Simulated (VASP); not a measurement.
A run of VASP 6.6.1:

Contents of INCAR:

```
SYSTEM = SiNi3
PREC = Accurate
ENCUT = 520
EDIFF = 1E-7
ISMEAR = 0
SIGMA = 0.1
LREAL = .FALSE.
LASPH = .TRUE.
NELM = 150
ALGO = Normal
ISIF = 2
LWAVE = .FALSE.
LCHARG = .TRUE.
ISPIN = 2
MAGMOM = 0 0 2 2 2 2 2 2
LORBIT = 11
LMAXMIX = 4
GGA = PS
LELF = .TRUE.
LVHAR = .TRUE.
NBANDS = 48
```

Contents of KPOINTS:

```
Automatic mesh
0
G
  8 8 8
  0 0 0
```

File POSCAR:

```
SiNi3
1.0
   -3.4612457486      3.4612457486      0.0000000000
    0.0000000000      3.4612457486     -3.4612457486
   -3.4612457486      0.0000000000     -3.4612457486
Si Ni
2 6
Direct
    0.0000000000      0.0000000000      0.0000000000
    0.5000000000      0.5000000000      0.5000000000
    0.5000000000      0.0000000000      0.5000000000
    0.0000000000      0.5000000000      0.0000000000
    0.0000000000      0.0000000000      0.5000000000
    0.5000000000      0.5000000000      0.0000000000
    0.5000000000      0.0000000000      0.0000000000
    0.0000000000      0.5000000000      0.5000000000
```

Potentials or basis: VASP PAW PBE potentials, release 64 (Si, Ni).

Command:

```sh
$ cat potpaw_PBE.64/Si/POTCAR potpaw_PBE.64/Ni/POTCAR > POTCAR
$ mpirun -np 1 vasp_std > vasp.out
```

Hardware: 1 thread of Intel Xeon 8259CL, on a shared host.

Problem. Estimate the wall time of this run.

Solution. It took 7.8 min on 1 thread of Intel Xeon 8259CL (shared host), peak memory 0.33 GiB. Counts: scf iterations 17, k points 29.
